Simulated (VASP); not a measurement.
Wanted: the native input for a VASP 6.6.1 run.

- Task: single point
- Functional: PBEsol
- Potentials or basis: VASP PAW PBE potentials, release 64 (Ni_sv_GW, O)
- Cutoff: 700 eV
- k mesh: 12 × 12 × 6
- Occupations: gaussian, width 0.02 eV
- Spin: no spin polarisation
- Dipole correction: no
- Further INCAR settings: ALGO = Normal; EDIFF = 1e-06; NBANDS = 22

The structure of NiO2 lies in POSCAR:

```
NiO2
1.0
    2.7843771558      0.0000000000      0.0000000000
   -1.3921885779      2.4113413506      0.0000000000
    0.0000000000      0.0000000000      5.1722008372
Ni O
1 2
Direct
    0.0000000000      0.0000000000      0.5000000000
    0.6666666667      0.3333333333      0.6804084812
    0.3333333333      0.6666666667      0.3195915188
```

One way to write it, as run:

INCAR

```
SYSTEM = NiO2
  ALGO = Normal
  EDIFF = 1E-6
  ENCUT = 700
  GGA = PS
  GGA_COMPAT = .False.
  ISIF = 2
  ISMEAR = 0
  LASPH = .True.
  LCHARG = .True.
  LELF = .True.
  LREAL = .False.
  LVHAR = .True.
  LWAVE = .False.
  NBANDS = 22
  NELM = 120
  PREC = Accurate
  SIGMA = 0.02
```

KPOINTS

```
k-points
0
Gamma
  12 12 6
  0 0 0
```

Potentials or basis: VASP PAW PBE potentials, release 64 (Ni_sv_GW, O).

Launch:

```console
$ cat potpaw_PBE.64/Ni_sv_GW/POTCAR potpaw_PBE.64/O/POTCAR > POTCAR
$ mpirun -np 1 vasp_std > vasp.out
```

It gave:

```
Pressure               : -0.3 GPa
Largest force          : 0.040 eV/Å
Band gap on the k mesh : 1.11 eV (least direct gap 1.35 eV)
```

Caveat: the PAW data sets were made with another functional, which shifts forces and pressure a little; the run has no spin polarisation, though such a crystal can be magnetic.

It took 2 min on 1 thread of AMD EPYC 7R13 Processor (Zen 3), on a shared host, peak memory 0.25 GiB.
